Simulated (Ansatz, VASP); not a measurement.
**Fe: VASP beside Ansatz**

```xyz
1
Lattice="-1.4330 1.4330 1.4330 1.4330 -1.4330 1.4330 1.4330 1.4330 -1.4330" Properties=species:S:1:pos:R:3 pbc="T T T"
Fe    0.0000    0.0000    0.0000
```

Alike in both runs: task single point; functional LDA; k mesh 12 × 12 × 12; occupations fermi-dirac, width 0.1 eV; collinear spin.

```csv
,VASP,Ansatz
version,VASP 6.6.1,Ansatz 0.2.0 development build
potentials or method,"VASP PAW LDA potentials, release 64 (Fe)","plane waves, PAW datasets (generated hard set"
plane-wave cutoff (eV),520,700
valence electrons in the cell,8,16
```

|  | VASP | Ansatz | Ansatz less VASP |
| --- | --- | --- | --- |
| net moment per atom (μB) | 2.18 | 2.21 | +0.034 |
| size of the moment on the site where the two differ most (μB) | 2.15 | 2.23 | +0.076 |

LDA's correlation is that of Perdew and Zunger in VASP and of Perdew and Wang (1992) in Ansatz. Site moments also hang on the region over which each program counts them. VASP's potentials hold 8 valence electrons a cell and Ansatz's 16, so a difference there can come from the potentials and not from the codes. Ansatz's warnings: stress scf threshold loose.
